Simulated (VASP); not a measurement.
# PtSe2 in VASP: further runs, part 2 of 2

VASP 6.6.1. Earlier steps stand in the parts before.

**4. Single point, PBE+D3(BJ)**

INCAR reads:

```
  ALGO = Normal
  DIPOL = 0.5 0.5 0.500
  EDIFF = 1E-6
  ENCUT = 520
  GGA = PE
  IDIPOL = 3
  ISIF = 2
  ISMEAR = 0
  IVDW = 12
  LASPH = True
  LCHARG = False
  LDIPOL = True
  LREAL = False
  LWAVE = False
  NBANDS = 18
  NELM = 60
  PREC = Accurate
  SIGMA = 0.02
```

KPOINTS reads:

```
k-points
0
Gamma
  9 9 1
```

POSCAR reads:

```
PtSe2
1.0
    3.7715031151      0.0000000000      0.0000000000
   -1.8857515575      3.2662175081      0.0000000000
    0.0000000000      0.0000000000     31.1212903790
Se Pt
2 1
Direct
    0.6666666667      0.3333333333      0.4588602343
    0.3333333333      0.6666666667      0.5411397657
    0.0000000000      0.0000000000      0.5000000000
```

Potentials or basis: VASP PAW PBE potentials, release 64 (Se, Pt).

Command:

```
$ cat potpaw_PBE.64/Se/POTCAR potpaw_PBE.64/Pt/POTCAR > POTCAR
$ mpirun -np 1 vasp_std > vasp.out
```

OUTCAR:

```text
EDIFF = 1E-6
   ENCUT = 520
   GGA = PE
   ISIF = 2
   ISMEAR = 0
   IVDW = 12
   LASPH = True
   LREAL = False
   NELM = 60
   PREC = Accurate
 IVDW          = 12

 ion  position               nearest neighbor table
   1  0.667  0.333  0.459-   3 2.53   3 2.53   3 2.53
   2  0.333  0.667  0.541-   3 2.53   3 2.53   3 2.53
   3  0.000  0.000  0.500-   1 2.53   2 2.53   2 2.53   1 2.53   1 2.53   2 2.53

  LATTYP: Found a hexagonal cell.
 ALAT       =     3.7715031151
 C/A-ratio  =     8.2516941997

  Lattice vectors:

 A1 = (   3.7715031151,   0.0000000000,   0.0000000000)
 A2 = (  -1.8857515575,   3.2662175081,   0.0000000000)
 A3 = (   0.0000000000,   0.0000000000,  31.1212903790)

Analysis of symmetry for initial positions (statically):
=====================================================================
 Subroutine PRICEL returns:
 Original cell was already a primitive cell.

 Routine SETGRP: Setting up the symmetry group for a
 hexagonal supercell.

 Subroutine GETGRP returns: Found 12 space group operations
 (whereof 12 operations were pure point group operations)
 out of a pool of 24 trial point group operations.

The static configuration has the point symmetry D_3d.

Analysis of symmetry for dynamics (positions and initial velocities):
=====================================================================
 Subroutine PRICEL returns:
 Original cell was already a primitive cell.

 Routine SETGRP: Setting up the symmetry group for a
 hexagonal supercell.

 Subroutine GETGRP returns: Found 12 space group operations
 (whereof 12 operations were pure point group operations)
 out of a pool of 24 trial point group operations.

The dynamic configuration has the point symmetry D_3d.

 Subroutine INISYM returns: Found 12 space group operations
 (whereof 12 operations are pure point group operations),
 and found     1 'primitive' translations

----------------------------------------------------------------------------------------

                                     Primitive cell

  volume of cell :     383.3692

  direct lattice vectors                    reciprocal lattice vectors
     3.771503115  0.000000000  0.000000000     0.265146274  0.153082273  0.000000000
    -1.885751557  3.266217508  0.000000000     0.000000000  0.306164546  0.000000000
     0.000000000  0.000000000 31.121290379     0.000000000  0.000000000  0.032132344

  length of vectors
     3.771503115  3.771503115 31.121290379     0.306164546  0.306164546  0.032132344

  position of ions in fractional coordinates (direct lattice)
     0.666666667  0.333333333  0.458860234
     0.333333333  0.666666667  0.541139766
     0.000000000  0.000000000  0.500000000

  ion indices of the primitive-cell ions
   primitive index   ion index
                 1           1
                 2           2
                 3           3

----------------------------------------------------------------------------------------

 KPOINTS: k-points

Automatic generation of k-mesh.
 Grid dimensions read from file:
 generate k-points for:    9    9    1

 Generating k-lattice:

[... 24 lines left out ...]
  0.222222  0.111111  0.000000     12.000000
  0.333333  0.111111  0.000000     12.000000
  0.444444  0.111111  0.000000      6.000000
  0.222222  0.222222  0.000000      6.000000
  0.333333  0.222222  0.000000     12.000000
  0.333333  0.333333  0.000000      2.000000
   k-points           NKPTS =     12   k-points in BZ     NKDIM =     12   number of bands    NBANDS=     18
   number of dos      NEDOS =    301   number of ions     NIONS =      3
   total plane-waves  NPLWV = 188160
   dimension x,y,z NGX =    28 NGY =   28 NGZ =  240
   dimension x,y,z NGXF=    56 NGYF=   56 NGZF=  480
   ions per type =               2   1
   NGX,Y,Z   is equivalent  to a cutoff of  12.34, 12.34, 12.82 a.u.
   NGXF,Y,Z  is equivalent  to a cutoff of  24.68, 24.68, 25.64 a.u.
 SYSTEM =  unknown system
   PREC   = accura    normal or accurate (medium, high low for compatibility)
   ISTART =      0    job   : 0-new  1-cont  2-samecut
   ICHARG =      2    charge: 1-file 2-atom 10-const
   ISPIN  =      1    spin polarized calculation?
   LNONCOLLINEAR =      F non collinear calculations
   LSORBIT =      F    spin-orbit coupling
   LASPH  =      T    aspherical Exc in radial PAW
   ENCUT  =  520.0 eV  38.22 Ry    6.18 a.u.   7.01  7.01 57.86*2*pi/ulx,y,z
   NELM   =     60;   NELMIN=  2; NELMDL= -5     # of ELM steps
   EDIFF  = 0.1E-05   stopping-criterion for ELM
   LREAL  =      F    real-space projection
   EDIFFG = 0.1E-04   stopping-criterion for IOM
   NSW    =      0    number of steps for IOM
   IBRION =     -1    ionic relax: 0-MD 1-quasi-New 2-CG
   NFREE  =      0    steps in history (QN), initial steepest desc. (CG)
   ISIF   =      2    stress and relaxation
   ISYM   =      2    0-nonsym 1-usesym 2-fastsym
   POTIM  = 0.5000    time-step for ionic-motion
   TEBEG  =    0.0;   TEEND  =   0.0 temperature during run
   PSTRESS=    0.0 pullay stress
   NELECT =      22.0000    total number of electrons
   NUPDOWN=      -1.0000    fix difference up-down
   EMIN   =  10.00;   EMAX   =-10.00  energy-range for DOS
   EFERMI =   0.00;   METHOD = LEGACY
   ISMEAR =     0;   SIGMA  =   0.02  broadening in eV -4-tet -1-fermi 0-gaus
   EFERMI_NEDOS =   21; number of points for ismear=-14 and -15
   IALGO  =     38    algorithm
   IMIX   =      4    mixing-type and parameters
     AMIX     =   0.40;   BMIX     =  1.00
     AMIX_MAG =   1.60;   BMIX_MAG =  1.00
  volume/ion in A,a.u.               =     127.79       862.37
  Fermi-wavevector in a.u.,A,eV,Ry     =   0.631456  1.193279  5.425148  0.398737
  Thomas-Fermi vector in A             =   1.694438
   LORBIT       =      0    0 simple, 1 ext, 2 COOP (PROOUT), +10 PAW based schemes
   GGA     = PE    functional components
   LHFCALC =     F    Hartree Fock is set to
   AEXX    =    0.0000 exact exchange contribution
   IVDW    =    12    specifies the selected vdW correction
   LEPSILON=     F    determine dielectric tensor
   LRPA    =     F    only Hartree local field effects (RPA)
 non-spin polarized calculation
 Gauss-broadening in eV      SIGMA  =   0.02
  energy-cutoff  :      520.00
  volume of cell :      383.37
 maximum number of plane-waves:     10377
 NGX is ok and might be reduce to    28
   NGX = 13   NGY = 13   NGZ =115

 number of electron      21.9999996 magnetization

 dipolmoment           0.000000      0.000000     -0.000000 electrons x Angstroem

 Free energy of the ion-electron system (eV)
  ---------------------------------------------------
  ext. energy  EPLUGINS =         0.00000000
  ---------------------------------------------------
  free energy    TOTEN  =       -14.29107762 eV

  energy without entropy =      -14.29107762  energy(sigma->0) =      -14.29107762

 E-fermi :  -3.9018     XC(G=0):  -2.1398

 val. band max:       -3.9990805192   @ k =   0.1111   0.1111   0.0000
 cond. band min:      -2.6072959683   @ k =   0.2222  -0.0000   0.0000
 fundamental gap:      1.3917845510
 Fermi energy:        -3.9017795100

 k-point     1 :       0.0000    0.0000    0.0000
  band No.  band energies     occupation
      1     -17.9200      2.00000
      2     -16.0653      2.00000
      3      -9.0680      2.00000
      4      -9.0680      2.00000
      5      -8.8932      2.00000
      6      -6.7684      2.00000
[... 229 lines left out ...]
      5      -8.7532      2.00000
      6      -7.3396      2.00000
[... 10 lines left out ...]
     17       4.7745      0.00000
     18       4.8083      0.00000

------------------------ aborting loop because EDIFF is reached ----------------------------------------

 vacuum level on the upper side and lower side of the slab       (xc-potential included)        -0.008        -0.008

 Edisp (eV)   -0.87048

 E8    (eV) :    -0.4001

  FORCE on cell =-STRESS in cart. coord.  units (eV):
  Direction    XX          YY          ZZ          XY          YZ          ZX
  --------------------------------------------------------------------------------------
  -------------------------------------------------------------------------------------
  Total      -1.01745    -1.01745     0.22963    -0.00000    -0.00000     0.00000
  in kB      -4.25212    -4.25212     0.95966    -0.00000    -0.00000     0.00000
  external pressure =       -2.51 kB  Pullay stress =        0.00 kB

 VOLUME and BASIS-vectors are now :
 -----------------------------------------------------------------------------
  energy-cutoff  :      520.00
  volume of cell :      383.37
      direct lattice vectors                 reciprocal lattice vectors
     3.771503115  0.000000000  0.000000000     0.265146274  0.153082273  0.000000000
    -1.885751557  3.266217508  0.000000000     0.000000000  0.306164546  0.000000000
     0.000000000  0.000000000 31.121290379     0.000000000  0.000000000  0.032132344

 POSITION                                       TOTAL-FORCE (eV/Angst)
 -----------------------------------------------------------------------------------
      1.88575      1.08874     14.28032        -0.000000      0.000000     -0.095766
     -0.00000      2.17748     16.84097         0.000000     -0.000000      0.095766
      0.00000      0.00000     15.56065         0.000000      0.000000      0.000000
 -----------------------------------------------------------------------------------
    total drift:                               -0.000000      0.000000      0.000000

  FREE ENERGIE OF THE ION-ELECTRON SYSTEM (eV)
  ---------------------------------------------------
  free  energy   TOTEN  =       -15.1615547229 eV

  energy  without entropy=      -15.1615547229  energy(sigma->0) =      -15.16155472

 vacuum level on the upper side and lower side of the slab         1.759         1.759
```

stdout:

```text
POSCAR found type information on POSCAR SePt
 POSCAR found :  2 types and       3 ions
 scaLAPACK will be used
 LDA part: xc-table for (Slater+PW92), standard interpolation
 POSCAR, INCAR and KPOINTS ok, starting setup
 FFT: planning ... GRIDC
 FFT: planning ... GRID_SOFT
 FFT: planning ... GRID
 WAVECAR not read
 entering main loop
```

It took 97 s on 1 thread of Intel Xeon Platinum 8559C (Emerald Rapids), shared host; peak memory 0.47 GiB.

What came out:

* Free energy: -15.1616 eV
* Largest force: 0.096 eV/Å
* Band gap on the k mesh: 1.39 eV, indirect (least direct gap 1.42 eV)
* Dispersion energy per atom: -0.290 eV

Forces in eV/Å, atoms in the order of the input:
```
Se   0.000  0.000 -0.096
Se   0.000  0.000  0.096
Pt   0.000  0.000  0.000
```

Caveat: spin-orbit coupling is left out, which moves the levels of the heavy elements.

**5. Single point, PBE+D3(BJ)**

This run uses another cell than the first one, of 76.36 Å³/atom, 0.598 times its volume.

INCAR reads:

```
SYSTEM = PtSe2
PREC     = Accurate       ! precision mode
ENCUT    = 400            ! plane-wave cutoff, eV
EDIFF    = 1E-6           ! SCF threshold, eV
ISMEAR   = 0              ! smearing method
SIGMA    = 0.05           ! smearing width, eV
LREAL    = .False.        ! projectors in reciprocal space
LASPH    = .True.         ! aspherical terms in the spheres
NELM     = 120            ! most SCF steps
ALGO     = Normal         ! electronic algorithm
ISIF     = 2              ! what is computed and relaxed
LWAVE    = .False.        ! write WAVECAR
LCHARG   = .False.        ! write CHGCAR
LDIPOL   = .True.       
IDIPOL   = 3            
DIPOL    = 0.5 0.5 0.277
GGA      = PE             ! functional
IVDW     = 12             ! dispersion correction
NBANDS   = 18             ! bands
GGA_COMPAT= .False.      
NELMDL   = -8
```

KPOINTS reads:

```
Automatic mesh
0
Gamma
  9 9 1
  0 0 0
```

POSCAR reads:

```
PtSe2
1.0
    3.7070357568      0.0000000000      0.0000000000
   -1.8535178784      3.2103871381      0.0000000000
    0.0000000000      0.0000000000     19.2490809901
Se Pt
2 1
Direct
    0.6666666667      0.3333333333      0.2078021284
    0.3333333333      0.6666666667      0.3454232955
    0.0000000000      0.0000000000      0.2766127119
```

Potentials or basis: VASP PAW PBE potentials, release 64 (Se, Pt).

Command:

```
$ cat potpaw_PBE.64/Se/POTCAR potpaw_PBE.64/Pt/POTCAR > POTCAR
$ mpirun -np 1 vasp_std > vasp.out
```

OUTCAR:

```text
SYSTEM = PtSe2
   PREC = Accurate
   ENCUT = 400
   EDIFF = 1E-6
   ISMEAR = 0
   LREAL = .False.
   LASPH = .True.
   NELM = 120
   ISIF = 2
   GGA = PE
   IVDW = 12
   NELMDL = -8
 IVDW          = 12

 ion  position               nearest neighbor table
   1  0.667  0.333  0.208-   3 2.52   3 2.52   3 2.52
   2  0.333  0.667  0.345-   3 2.52   3 2.52   3 2.52
   3  0.000  0.000  0.277-   1 2.52   1 2.52   1 2.52   2 2.52   2 2.52   2 2.52

  LATTYP: Found a hexagonal cell.
 ALAT       =     3.7070357568
 C/A-ratio  =     5.1925803399

  Lattice vectors:

 A1 = (   3.7070357568,   0.0000000000,   0.0000000000)
 A2 = (  -1.8535178784,   3.2103871381,   0.0000000000)
 A3 = (   0.0000000000,   0.0000000000,  19.2490809901)

Analysis of symmetry for initial positions (statically):
=====================================================================
 Subroutine PRICEL returns:
 Original cell was already a primitive cell.

 Routine SETGRP: Setting up the symmetry group for a
 hexagonal supercell.

 Subroutine GETGRP returns: Found 12 space group operations
 (whereof  6 operations were pure point group operations)
 out of a pool of 24 trial point group operations.
[... 162 lines left out ...]
 fundamental gap:      1.3519453508
 Fermi energy:        -2.4298974589

 k-point     1 :       0.0000    0.0000    0.0000
  band No.  band energies     occupation
      1     -16.7514      2.00000
      2     -14.9869      2.00000
      3      -7.8581      2.00000
      4      -7.8001      2.00000
      5      -7.8001      2.00000
      6      -5.5869      2.00000
[... 229 lines left out ...]
      5      -7.6148      2.00000
      6      -6.1830      2.00000
[... 10 lines left out ...]
     17       6.0701      0.00000
     18       6.3021      0.00000

------------------------ aborting loop because EDIFF is reached ----------------------------------------

 vacuum level on the upper side and lower side of the slab       (xc-potential included)        -0.187        -0.188

 Edisp (eV)   -0.89705

 E8    (eV) :    -0.4116

  FORCE on cell =-STRESS in cart. coord.  units (eV):
  Direction    XX          YY          ZZ          XY          YZ          ZX
  --------------------------------------------------------------------------------------
  -------------------------------------------------------------------------------------
  Total      -0.03397    -0.03397    -0.03185    -0.00000     0.00000    -0.00000
  in kB      -0.23755    -0.23755    -0.22277    -0.00000     0.00000    -0.00000
  external pressure =       -0.23 kB  Pullay stress =        0.00 kB

 VOLUME and BASIS-vectors are now :
 -----------------------------------------------------------------------------
  energy-cutoff  :      400.00
  volume of cell :      229.08
      direct lattice vectors                 reciprocal lattice vectors
     3.707035757  0.000000000  0.000000000     0.269757312  0.155744457  0.000000000
    -1.853517878  3.210387138  0.000000000     0.000000000  0.311488913  0.000000000
     0.000000000  0.000000000 19.249080990     0.000000000  0.000000000  0.051950532

 POSITION                                       TOTAL-FORCE (eV/Angst)
 -----------------------------------------------------------------------------------
      1.85352      1.07013      4.00000        -0.000000      0.000000      0.000190
     -0.00000      2.14026      6.64908         0.000000      0.000000     -0.000190
      0.00000      0.00000      5.32454        -0.000000      0.000000      0.000000
 -----------------------------------------------------------------------------------
    total drift:                               -0.000000     -0.000000     -0.000169

  FREE ENERGIE OF THE ION-ELECTRON SYSTEM (eV)
  ---------------------------------------------------
  free  energy   TOTEN  =       -15.1835292961 eV

  energy  without entropy=      -15.1835292961  energy(sigma->0) =      -15.18352930

 vacuum level on the upper side and lower side of the slab         2.790         2.789
```

OSZICAR:

```text
N       E                     dE             d eps       ncg     rms          rms(c)
DAV:   1     0.142568323870E+03    0.14257E+03   -0.67749E+03   432   0.742E+02
DAV:   2    -0.199015098593E+01   -0.14456E+03   -0.13773E+03   604   0.162E+02
DAV:   3    -0.149328120744E+02   -0.12943E+02   -0.12851E+02   530   0.568E+01
[... 17 lines left out ...]
DAV:  21    -0.142864734883E+02   -0.43810E-05   -0.19033E-06   412   0.611E-03    0.140E-03
DAV:  22    -0.142864764892E+02   -0.30009E-05   -0.18959E-07   432   0.208E-03    0.210E-03
DAV:  23    -0.142864778778E+02   -0.13886E-05   -0.62926E-08   458   0.110E-03    0.510E-04
DAV:  24    -0.142864790342E+02   -0.11564E-05   -0.94244E-08   428   0.125E-03    0.130E-03
DAV:  25    -0.142864798953E+02   -0.86106E-06   -0.78530E-08   442   0.136E-03
   1 F= -.15183529E+02 E0= -.15183529E+02  d E =-.719694E-16
```

stdout:

```text
POSCAR found type information on POSCAR SePt
 POSCAR found :  2 types and       3 ions
 scaLAPACK will be used
 LDA part: xc-table for (Slater+PW92), standard interpolation
 POSCAR, INCAR and KPOINTS ok, starting setup
 FFT: planning ... GRIDC
 FFT: planning ... GRID_SOFT
 FFT: planning ... GRID
 WAVECAR not read
 entering main loop
```

Run time: 54 s. Hardware: 1 thread of Intel Xeon 6975P-C (Granite Rapids), shared host; peak memory 0.27 GiB.

What came out:

| Item | Value |
| --- | --- |
| Free energy | -15.1835 eV |
| Band gap on the k mesh | 1.35 eV, indirect (least direct gap 1.58 eV) |
| Dispersion energy per atom | -0.299 eV |

Caveat: spin-orbit coupling is left out, which moves the levels of the heavy elements.

**6. The runs side by side**

| cell | k mesh | cutoff (eV) | smearing | gap on the mesh (eV) | largest force (eV/Å) |
| --- | --- | --- | --- | --- | --- |
| a = 3.772, b = 3.772, c = 31.121 Å, angles 90.0, 90.0, 120.0°, 3 atoms | 6 × 6 × 1 | 520 | gaussian 0.1 eV | 1.64 | 0.08 |
| a = 3.707, b = 3.707, c = 31.121 Å, angles 90.0, 90.0, 120.0°, 3 atoms | 9 × 9 × 1 | 520 | gaussian 0.02 eV | 1.35 | - |
| a = 3.772, b = 3.772, c = 31.121 Å, angles 90.0, 90.0, 120.0°, 3 atoms | 9 × 9 × 1 | 520 | gaussian 0.02 eV | 1.39 | 0.10 |
| a = 3.707, b = 3.707, c = 19.249 Å, angles 90.0, 90.0, 120.0°, 3 atoms | 9 × 9 × 1 | 400 | gaussian 0.05 eV | 1.35 | - |

Alike in all rows: task single point; level PBE+D3(BJ); potentials or basis VASP PAW PBE potentials, release 64 (Se, Pt); no spin polarisation.

Caveats: spin-orbit coupling is left out, which moves the levels of the heavy elements.

Absolute energies hang on the potentials; compare differences alone.
